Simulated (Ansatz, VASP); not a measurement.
**One calculation of N, two programs**

File INCAR:

```
  ALGO = Normal
  EDIFF = 1E-6
  ENCUT = 520
  GGA = CA
  ISIF = 2
  ISMEAR = 0
  LASPH = True
  LCHARG = False
  LREAL = False
  LWAVE = False
  NBANDS = 30
  NELM = 80
  PREC = Accurate
  SIGMA = 0.05
```

Contents of KPOINTS:

```
k-points
0
Gamma
  7 7 2
```

Contents of POSCAR:

```
N
1.0
   -3.5269202438      0.0000000000      0.0000000000
   -1.7634601219     -3.0544025283      0.0000000000
   -0.4408650305      0.7636006321     16.8505029787
N
8
Direct
    0.1480091996      0.5186574671      0.7412965349
    0.2492710358      0.4173956309      0.3362491902
    0.1642410404      0.5024256263      0.6763691717
    0.2655028766      0.4011637901      0.2713218270
    0.6332352872      0.7000980461      0.1337255178
    0.5319734510      0.8013598823      0.5387728626
    0.6494671280      0.6838662053      0.0687981546
    0.5482052918      0.7851280415      0.4738454993
```

Input for Ansatz:

```yaml
crystal:
  lattice:
    - [-3.5269202438, 0.0, 0.0]
    - [-1.7634601219, -3.0544025283, 0.0]
    - [-0.4408650305, 0.7636006321, 16.8505029787]
  atoms:
    - { symbol: "N", position: [0.1480091996, 0.5186574671, 0.7412965349] }
    - { symbol: "N", position: [0.2492710358, 0.4173956309, 0.3362491902] }
    - { symbol: "N", position: [0.1642410404, 0.5024256263, 0.6763691717] }
    - { symbol: "N", position: [0.2655028766, 0.4011637901, 0.271321827] }
    - { symbol: "N", position: [0.6332352872, 0.7000980461, 0.1337255178] }
    - { symbol: "N", position: [0.531973451, 0.8013598823, 0.5387728626] }
    - { symbol: "N", position: [0.649467128, 0.6838662053, 0.0687981546] }
    - { symbol: "N", position: [0.5482052918, 0.7851280415, 0.4738454993] }
basis:
  ecutwfc: 520.0
kpoints:
  mp_grid: { grid: [7, 7, 2] }
hamiltonian:
  xc: lda
scf:
  occupations: { method: gaussian, width: 0.05 }
output:
  forces: true
  stress: true
  eigenvalues: true
```

Alike in both runs: task single point; functional LDA; k mesh 7 × 7 × 2; occupations gaussian, width 0.05 eV; no spin polarisation.

```csv
,VASP,Ansatz
version,VASP 6.6.1,Ansatz 0.2.0
potentials or method,"VASP PAW LDA potentials, release 64 (N), cutoff 520 eV","scalar-relativistic, plane waves, PAW"
valence electrons in the cell,40,40
```

|  | VASP | Ansatz | Ansatz less VASP |
| --- | --- | --- | --- |
| gap on the k mesh at the Fermi level (eV) | 6.62 | 6.67 | +0.048 |
| least direct gap on the mesh (eV) | 6.78 | 6.83 | +0.050 |
| pressure (GPa) | 1.8 | -0.1 | -1.85 |
| traceless stress, the component that is largest in VASP (GPa) | 3.96 | 0.01 | -3.954 |
| rms of the force components (eV/Å) | 0.879 | 0.009 | -0.8698 |

LDA's correlation is that of Perdew and Zunger in VASP and of Perdew and Wang (1992) in Ansatz. Atom by atom the forces differ by 0.885 eV/Å (rms over components).

Noted on VASP's run: the standard files for N, O and F lose accuracy on very short bonds.
